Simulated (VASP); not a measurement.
Set up this calculation in VASP 6.6.1, as the native input.

- Task: single point
- Functional: r2SCAN
- Potentials or basis: VASP PAW PBE potentials, release 64 (Rh_pv)
- Cutoff: 520 eV
- k mesh: 11 × 11 × 6
- Occupations: methfessel-paxton, width 0.1 eV
- Spin: no spin polarisation
- Dipole correction: no
- Further INCAR settings: ALGO = Normal; EDIFF = 1e-06; NBANDS = 22

Rh:

```
Rh
1.0
     2.73098    0.00000    0.00000
    -1.36549    2.36510    0.00000
     0.00000    0.00000    4.42849
Rh
2
Cartesian
  1.3655 0.7884 3.3214
  0.0000 1.5767 1.1071
```

This isn't the form of Rh at room conditions, which is fcc.

These files were run (other wordings do the same):

POSCAR

```
Rh
1.0
    2.7309790000      0.0000000000      0.0000000000
   -1.3654895000      2.3650971912      0.0000000000
    0.0000000000      0.0000000000      4.4284890000
Rh
2
Direct
    0.6666666667      0.3333333333      0.7500000000
    0.3333333333      0.6666666667      0.2500000000
```

INCAR.step1

```
SYSTEM = Rh
PREC = Accurate
ENCUT = 520
ISMEAR = 1
SIGMA = 0.1
LREAL = .False.
LASPH = .True.
NELM = 100
NBANDS = 22
GGA = PE
ALGO = Normal
EDIFF = 1E-4
LWAVE = .True.
LCHARG = .False.
```

INCAR.step2

```
SYSTEM = Rh
PREC = Accurate
ENCUT = 520
EDIFF = 1E-6
ISMEAR = 1
SIGMA = 0.1
LREAL = .False.
LASPH = .True.
NELM = 100
ALGO = Normal
ISIF = 2
LWAVE = .False.
LCHARG = .False.
METAGGA = R2SCAN
LMIXTAU = .True.
NBANDS = 22
ISTART = 1
```

KPOINTS

```
regular mesh
0
Gamma
  11 11 6
  0 0 0
```

Potentials or basis: VASP PAW PBE potentials, release 64 (Rh_pv).

Run with:

```bash
$ cat potpaw_PBE.64/Rh_pv/POTCAR > POTCAR
$ cp INCAR.step1 INCAR
$ mpirun -np 1 vasp_std > vasp.out
$ cp INCAR.step2 INCAR
$ mpirun -np 1 vasp_std > vasp.out
```

Results of the run:

* Pressure: -8.8 GPa
* Band gap on the k mesh: zero (bands 15 and 16 overlap by 2.28 eV)

Caveat: the cell stands under tension; the PAW data sets were made with another functional, which shifts forces and pressure a little.

It took 2.6 min on 1 thread of Intel Xeon 8259CL, on a shared host, peak memory 0.16 GiB.
